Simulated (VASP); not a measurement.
Set up this calculation in VASP 6.6.1, as the native input.

* Task: relaxation of cell and atoms
* Functional: LDA
* Potentials or basis: VASP PAW LDA potentials, release 64 (Cd, Te)
* Cutoff: 600 eV
* k mesh: 6 × 6 × 6
* Occupations: gaussian, width 0.01 eV
* Spin: no spin polarisation
* Target pressure: -2 GPa
* Dipole correction: no
* Further INCAR settings: ALGO = Normal; EDIFF = 1e-06; IBRION = 2; EDIFFG = -0.002; NSW = 100; ISIF = 3

The structure of CdTe lies in POSCAR:

```
CdTe
1.0
    3.2050000000      3.2050000000      0.0000000000
   -3.2050000000      3.2050000000      0.0000000000
    0.0000000000      3.2050000000      3.2050000000
Cd Te
1 1
Direct
    0.0000000000      0.0000000000      0.0000000000
    0.7500000000      0.2500000000      0.5000000000
```

These files were run (other wordings do the same):

INCAR

```
SYSTEM = CdTe
PREC = Accurate
ENCUT = 600
EDIFF = 1E-6
ISMEAR = 0
SIGMA = 0.01
LREAL = .False.
LASPH = .True.
NELM = 100
ALGO = Normal
ISIF = 3
LWAVE = .False.
LCHARG = .False.
GGA = CA
IBRION = 2
NSW = 100
EDIFFG = -0.002
PSTRESS = -20.0
```

KPOINTS

```
regular mesh
0
Gamma
  6 6 6
  0 0 0
```

Potentials or basis: VASP PAW LDA potentials, release 64 (Cd, Te).

Run with:

```sh
$ cat potpaw_LDA.64/Cd/POTCAR potpaw_LDA.64/Te/POTCAR > POTCAR
$ mpirun -np 1 vasp_std > vasp.out
```

It gave:

| Quantity | Value |
| --- | --- |
| Relaxed volume | 34.73 Å³/atom |
| Relaxed cell | a = 4.614 Å, b = 4.614 Å, c = 4.614 Å, α = 60.00°, β = 60.00°, γ = 90.00° |
| Space group after relaxing (to 0.05 Å) | F-43m (No. 216) |
| Energy change on relaxing (the enthalpy is what falls) | +10.6 meV/atom |
| Ionic steps | 3 |
| Pressure after relaxing | -2.0 GPa |
| Band gap on the k mesh | 0.49 eV, direct |

Caveat: the cell is relaxed towards a set pressure, so the enthalpy falls and the energy may rise; spin-orbit coupling is left out, which moves the levels of the heavy elements.

It took 78 s on 1 thread of AMD EPYC 7R13, with other jobs on the host, peak memory 0.16 GiB.
